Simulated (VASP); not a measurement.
# CaZn2Re2 (P-3m1) in VASP: single point with PBEsol

Aim: the single point of CaZn2Re2 with PBEsol.

All numbers are computed with VASP 6.6.1; they aren't measurements. Logs are shortened: lines on timing, memory, paths and dates and some standing lists are left out, and cuts for length are marked.

## Step 1: The cell of the first run

It takes space group P-3m1 (No. 164, trigonal). The conventional cell has a = 3.991 Å, b = 3.991 Å, c = 6.708 Å, α = 90.00°, β = 90.00°, γ = 120.00°. Within 3.3 Å of Zn (site symmetry 3m) lie 4 Re at 2.54 to 2.60 Å and 3 Zn at 2.77 Å. Ca (site symmetry -3m) has 6 Re at 2.76 Å and 6 Zn at 3.46 Å within 3.6 Å. Re (site symmetry 3m) has 4 Zn at 2.54 to 2.60 Å and 3 Ca at 2.76 Å within 3.3 Å.

## Step 2: Single point, PBEsol

Contents of INCAR:

```
PREC = Accurate
ENCUT = 520
EDIFF = 1E-7
ISMEAR = -1
SIGMA = 0.1
LREAL = F
LASPH = T
NELM = 60
ALGO = Normal
ISIF = 2
LWAVE = F
LCHARG = F
GGA = PS
NBANDS = 32
```

Contents of KPOINTS:

```
Automatic mesh
0
Gamma
  8 8 5
```

Contents of POSCAR:

```
CaZn2Re2
1.0
    3.9910657632      0.0000002887      0.0000000000
   -1.9955331316      3.4563641947      0.0000000000
    0.0000000000      0.0000000000      6.7077940000
Zn Ca Re
2 1 2
Direct
    0.3333333333      0.6666666667      0.6146545340
    0.6666666667      0.3333333333      0.3853454660
    0.0000000000      0.0000000000      0.0000000000
    0.3333333333      0.6666666667      0.2274988703
    0.6666666667      0.3333333333      0.7725011297
```

Potentials or basis: VASP PAW PBE potentials, release 64 (Zn, Ca_sv, Re).

Started as:

```
cat potpaw_PBE.64/Zn/POTCAR potpaw_PBE.64/Ca_sv/POTCAR potpaw_PBE.64/Re/POTCAR > POTCAR
mpirun -np 1 vasp_std > vasp.out
```

OUTCAR:

```text
PREC = Accurate
   ENCUT = 520
   EDIFF = 1E-7
   ISMEAR = -1
   LREAL = F
   LASPH = T
   NELM = 60
   ISIF = 2
   GGA = PS

 ion  position               nearest neighbor table
   1  0.333  0.667  0.615-   5 2.54   5 2.54   5 2.54   4 2.60   2 2.77   2 2.77   2 2.77
   2  0.667  0.333  0.385-   4 2.54   4 2.54   4 2.54   5 2.60   1 2.77   1 2.77   1 2.77
   3  0.000  0.000  0.000-   4 2.76   5 2.76   4 2.76   5 2.76   5 2.76   4 2.76
   4  0.333  0.667  0.227-   2 2.54   2 2.54   2 2.54   1 2.60   3 2.76   3 2.76   3 2.76
   5  0.667  0.333  0.773-   1 2.54   1 2.54   1 2.54   2 2.60   3 2.76   3 2.76   3 2.76

  LATTYP: Found a hexagonal cell.
 ALAT       =     3.9910657632
 C/A-ratio  =     1.6807024484

  Lattice vectors:

 A1 = (   3.9910657632,   0.0000002887,   0.0000000000)
 A2 = (  -1.9955331316,   3.4563641947,   0.0000000000)
 A3 = (   0.0000000000,   0.0000000000,   6.7077940000)

Analysis of symmetry for initial positions (statically):
=====================================================================
 Subroutine PRICEL returns:
 Original cell was already a primitive cell.

 Routine SETGRP: Setting up the symmetry group for a
 hexagonal supercell.

 Subroutine GETGRP returns: Found 12 space group operations
 (whereof 12 operations were pure point group operations)
 out of a pool of 24 trial point group operations.

The static configuration has the point symmetry D_3d.

Analysis of symmetry for dynamics (positions and initial velocities):
=====================================================================
 Subroutine PRICEL returns:
 Original cell was already a primitive cell.

 Routine SETGRP: Setting up the symmetry group for a
 hexagonal supercell.

 Subroutine GETGRP returns: Found 12 space group operations
 (whereof 12 operations were pure point group operations)
 out of a pool of 24 trial point group operations.

The dynamic configuration has the point symmetry D_3d.

 Subroutine INISYM returns: Found 12 space group operations
 (whereof 12 operations are pure point group operations),
 and found     1 'primitive' translations

----------------------------------------------------------------------------------------

                                     Primitive cell

  volume of cell :      92.5312

  direct lattice vectors                    reciprocal lattice vectors
     3.991065763  0.000000289  0.000000000     0.250559629  0.144660694  0.000000000
    -1.995533132  3.456364195  0.000000000    -0.000000021  0.289321351  0.000000000
     0.000000000  0.000000000  6.707794000     0.000000000  0.000000000  0.149080309

  length of vectors
     3.991065763  3.991065763  6.707794000     0.289321351  0.289321351  0.149080309

  position of ions in fractional coordinates (direct lattice)
     0.333333333  0.666666667  0.614654534
     0.666666667  0.333333333  0.385345466
     0.000000000  0.000000000  0.000000000
     0.333333333  0.666666667  0.227498870
     0.666666667  0.333333333  0.772501130

  ion indices of the primitive-cell ions
   primitive index   ion index
                 1           1
                 2           2
                 3           3
                 4           4
                 5           5

----------------------------------------------------------------------------------------

 KPOINTS: Automatic mesh

Automatic generation of k-mesh.
 Grid dimensions read from file:
 generate k-points for:    8    8    5

 Generating k-lattice:

  Cartesian coordinates                     Fractional coordinates (reciprocal lattice)
     0.031319954  0.018082587  0.000000000     0.125000000  0.000000000  0.000000000
    -0.000000003  0.036165169  0.000000000     0.000000000  0.125000000  0.000000000
     0.000000000  0.000000000  0.029816062     0.000000000  0.000000000  0.200000000

  Length of vectors
     0.036165169  0.036165169  0.029816062

  Shift w.r.t. Gamma in fractional coordinates (k-lattice)
     0.000000000  0.000000000  0.000000000

 Subroutine IBZKPT returns following result:
 ===========================================

 Found     40 irreducible k-points:

 Following reciprocal coordinates:
            Coordinates               Weight
  0.000000  0.000000  0.000000      1.000000
  0.125000  0.000000  0.000000      6.000000
  0.250000  0.000000  0.000000      6.000000
  0.375000  0.000000  0.000000      6.000000
  0.500000  0.000000  0.000000      3.000000
  0.125000  0.125000  0.000000      6.000000
[... 16 lines left out ...]
 -0.125000  0.500000  0.200000     12.000000
  0.250000  0.250000  0.200000     12.000000
 [... further k-points ...]
   k-points           NKPTS =     40   k-points in BZ     NKDIM =     40   number of bands    NBANDS=     32
   number of dos      NEDOS =    301   number of ions     NIONS =      5
   total plane-waves  NPLWV =  45000
   dimension x,y,z NGX =    30 NGY =   30 NGZ =   50
   dimension x,y,z NGXF=    60 NGYF=   60 NGZF=  100
   ions per type =               2   1   2
   NGX,Y,Z   is equivalent  to a cutoff of  12.50, 12.50, 12.39 a.u.
   NGXF,Y,Z  is equivalent  to a cutoff of  24.99, 24.99, 24.78 a.u.
 SYSTEM =  unknown system
   PREC   = accura    normal or accurate (medium, high low for compatibility)
   ISTART =      0    job   : 0-new  1-cont  2-samecut
   ICHARG =      2    charge: 1-file 2-atom 10-const
   ISPIN  =      1    spin polarized calculation?
   LNONCOLLINEAR =      F non collinear calculations
   LSORBIT =      F    spin-orbit coupling
   LASPH  =      T    aspherical Exc in radial PAW
   ENCUT  =  520.0 eV  38.22 Ry    6.18 a.u.   7.42  7.42 12.47*2*pi/ulx,y,z
   NELM   =     60;   NELMIN=  2; NELMDL= -5     # of ELM steps
   EDIFF  = 0.1E-06   stopping-criterion for ELM
   LREAL  =      F    real-space projection
   EDIFFG = 0.1E-05   stopping-criterion for IOM
   NSW    =      0    number of steps for IOM
   IBRION =     -1    ionic relax: 0-MD 1-quasi-New 2-CG
   NFREE  =      0    steps in history (QN), initial steepest desc. (CG)
   ISIF   =      2    stress and relaxation
   ISYM   =      2    0-nonsym 1-usesym 2-fastsym
   POTIM  = 0.5000    time-step for ionic-motion
   TEBEG  =    0.0;   TEEND  =   0.0 temperature during run
   PSTRESS=    0.0 pullay stress
   NELECT =      48.0000    total number of electrons
   NUPDOWN=      -1.0000    fix difference up-down
   EMIN   =  10.00;   EMAX   =-10.00  energy-range for DOS
   EFERMI =   0.00;   METHOD = LEGACY
   ISMEAR =    -1;   SIGMA  =   0.10  broadening in eV -4-tet -1-fermi 0-gaus
   EFERMI_NEDOS =   21; number of points for ismear=-14 and -15
   IALGO  =     38    algorithm
   IMIX   =      4    mixing-type and parameters
     AMIX     =   0.40;   BMIX     =  1.00
     AMIX_MAG =   1.60;   BMIX_MAG =  1.00
  volume/ion in A,a.u.               =      18.51       124.89
  Fermi-wavevector in a.u.,A,eV,Ry     =   1.315404  2.485753 23.541998  1.730288
  Thomas-Fermi vector in A             =   2.445589
   LORBIT       =      0    0 simple, 1 ext, 2 COOP (PROOUT), +10 PAW based schemes
   GGA     = PS    functional components
   LHFCALC =     F    Hartree Fock is set to
   AEXX    =    0.0000 exact exchange contribution
   IVDW    =     0    specifies the selected vdW correction
   LEPSILON=     F    determine dielectric tensor
   LRPA    =     F    only Hartree local field effects (RPA)
 non-spin polarized calculation
  energy-cutoff  :      520.00
  volume of cell :       92.53
 maximum number of plane-waves:      2539
 NGX is ok and might be reduce to    30
   NGX = 15   NGY = 15   NGZ = 25

 number of electron      47.9999990 magnetization

 Free energy of the ion-electron system (eV)
  ---------------------------------------------------
  ext. energy  EPLUGINS =         0.00000000
  ---------------------------------------------------
  free energy    TOTEN  =       -24.10784446 eV

  energy without entropy =      -23.89347475  energy(sigma->0) =      -24.00065961

 E-fermi :   3.3075     XC(G=0): -11.3898

 val. band max:        3.3054103949   @ k =  -0.0000   0.3750   0.2000
 cond. band min:       3.3138062223   @ k =   0.2500   0.0000   0.2000
 fundamental gap:      0.0083958274
 Fermi energy:         3.3074750919

 k-point     1 :       0.0000    0.0000    0.0000
  band No.  band energies     occupation
      1     -35.4548      2.00000
      2     -16.7779      2.00000
      3     -16.7097      2.00000
      4     -16.7097      2.00000
      5      -4.5445      2.00000
      6      -3.7068      2.00000
[... 24 lines left out ...]
     31       9.7845      0.00000
     32       9.7845      0.00000

 k-point     2 :       0.1250    0.0000    0.0000
  band No.  band energies     occupation
      1     -35.4534      2.00000
      2     -16.7735      2.00000
      3     -16.7282      2.00000
      4     -16.7134      2.00000
      5      -4.3373      2.00000
      6      -3.7067      2.00000
[... 24 lines left out ...]
     31       9.4065      0.00000
     32       9.6122      0.00000

 k-point     3 :       0.2500    0.0000    0.0000
  band No.  band energies     occupation
      1     -35.4500      2.00000
      2     -16.7725      2.00000
      3     -16.7626      2.00000
      4     -16.7225      2.00000
      5      -3.8389      2.00000
      6      -3.6972      2.00000
[... 24 lines left out ...]
     31       8.6597      0.00000
     32       8.8247      0.00000

 k-point     4 :       0.3750    0.0000    0.0000
  band No.  band energies     occupation
      1     -35.4466      2.00000
      2     -16.8153      2.00000
      3     -16.7526      2.00000
      4     -16.7315      2.00000
      5      -3.7377      2.00000
      6      -3.6488      2.00000
[... 654 lines left out ...]
     31       6.9264      0.00000
     32       7.4905      0.00000

 k-point    23 :      -0.1250    0.5000    0.2000
  band No.  band energies     occupation
      1     -35.4452      2.00000
      2     -16.8224      2.00000
      3     -16.7486      2.00000
      4     -16.7453      2.00000
      5      -3.7092      2.00000
      6      -3.5975      2.00000
[... 24 lines left out ...]
     31       7.0273      0.00000
     32       7.8540      0.00000

 k-point    24 :       0.2500    0.2500    0.2000
  band No.  band energies     occupation
      1     -35.4452      2.00000
      2     -16.8084      2.00000
      3     -16.7598      2.00000
      4     -16.7484      2.00000
      5      -3.6467      2.00000
      6      -3.6307      2.00000
[... 24 lines left out ...]
     31       6.5876      0.00000
     32       7.8079      0.00000

 [... further k-points ...]

------------------------ aborting loop because EDIFF is reached ----------------------------------------

  FORCE on cell =-STRESS in cart. coord.  units (eV):
  Direction    XX          YY          ZZ          XY          YZ          ZX
  --------------------------------------------------------------------------------------
  -------------------------------------------------------------------------------------
  Total        1.2702871      1.2702871      0.4307882      0.0000000      0.0000000     -0.0000000
  in kB       21.9950203     21.9950203      7.4590976      0.0000000      0.0000000     -0.0000000
  external PRESSURE =      17.1497127 kB  Pullay stress =       0.0000000 kB

 VOLUME and BASIS-vectors are now :
 -----------------------------------------------------------------------------
  energy-cutoff  :      520.00
  volume of cell :       92.53
      direct lattice vectors                 reciprocal lattice vectors
     3.991065763  0.000000289  0.000000000     0.250559629  0.144660694  0.000000000
    -1.995533132  3.456364195  0.000000000    -0.000000021  0.289321351  0.000000000
     0.000000000  0.000000000  6.707794000     0.000000000  0.000000000  0.149080309

 POSITION                                       TOTAL-FORCE (eV/Angst)
 -----------------------------------------------------------------------------------
     -0.00000      2.30424      4.12298         0.000000     -0.000000     -0.000609
      1.99553      1.15212      2.58482        -0.000000      0.000000      0.000609
      0.00000      0.00000      0.00000         0.000000     -0.000000      0.000000
     -0.00000      2.30424      1.52602        -0.000000     -0.000000     -0.028231
      1.99553      1.15212      5.18178         0.000000      0.000000      0.028231
 -----------------------------------------------------------------------------------
    total drift:                               -0.000000     -0.000000     -0.000000

  FREE ENERGIE OF THE ION-ELECTRON SYSTEM (eV)
  ---------------------------------------------------
  free  energy   TOTEN  =       -24.1078444596 eV

  energy  without entropy=      -23.8934747539  energy(sigma->0) =      -24.00065961
```

Wall time 7.5 min (1 thread of AMD EPYC, shared host); peak memory 0.25 GiB.

Results:

* Free energy: -24.1078 eV
* Pressure: 1.7 GPa
* Largest force: 0.028 eV/Å
* Band gap on the k mesh: zero (bands 24 and 25 overlap by 0.37 eV)

Forces on the atoms (eV/Å):
```
Zn   0.000  0.000 -0.001
Zn   0.000  0.000  0.001
Ca   0.000  0.000  0.000
Re   0.000  0.000 -0.028
Re   0.000  0.000  0.028
```

Stress tensor (GPa, compression positive):
```
2.20 0.00 0.00
0.00 2.20 0.00
0.00 0.00 0.75
```

Caveat: the PAW data sets were made with another functional, which shifts forces and pressure a little; spin-orbit coupling is left out, which moves the levels of the heavy elements.
